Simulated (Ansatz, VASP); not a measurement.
**One calculation of WSe2, two programs**

```
Se W
1.0
     3.28552    0.00000    0.00000
    -1.64276    2.90225    0.00000
     0.00000    0.00000   32.73749
Se W
2 1
Direct
  0.33377 0.66754 0.44892
  0.33377 0.66754 0.55108
  0.66579 0.33159 0.50000
```

Change from the starting cell: strain along y +0.020, atoms relaxed.

Alike in both runs: functional PBE; dispersion D3(BJ); k mesh 12 × 12 × 1; occupations gaussian, width 0.02 eV; no spin polarisation.

Ansatz relaxed the structure, and its values are those at the end. VASP's run is a single point on that final structure, the one shown.

|  | VASP | Ansatz |
| --- | --- | --- |
| version | VASP 6.6.1 | Ansatz 0.2.0 |
| potentials or method | VASP PAW PBE potentials, release 64 (Se, W_sv), cutoff 520 eV | scalar-relativistic, plane waves, PAW |
| valence electrons in the cell | 26 | 46 |

Ansatz gave:

| Quantity | Value |
| --- | --- |
| gap on the k mesh at the Fermi level (eV) | 1.54 |
| least direct gap on the mesh (eV) | 1.54 |
| rms of the force components (eV/Å) | 0.003 |

**Question.** What did VASP give for the same quantities?

**Answer.** gap on the k mesh at the Fermi level (eV): 1.54; least direct gap on the mesh (eV): 1.54; rms of the force components (eV/Å): 0.024.

VASP's potentials hold 26 valence electrons a cell and Ansatz's 46, so a difference there can come from the potentials and not from the codes. Ansatz's warnings: stress scf threshold loose, xc potential rough in thin density.

Neither program's run includes spin-orbit coupling.
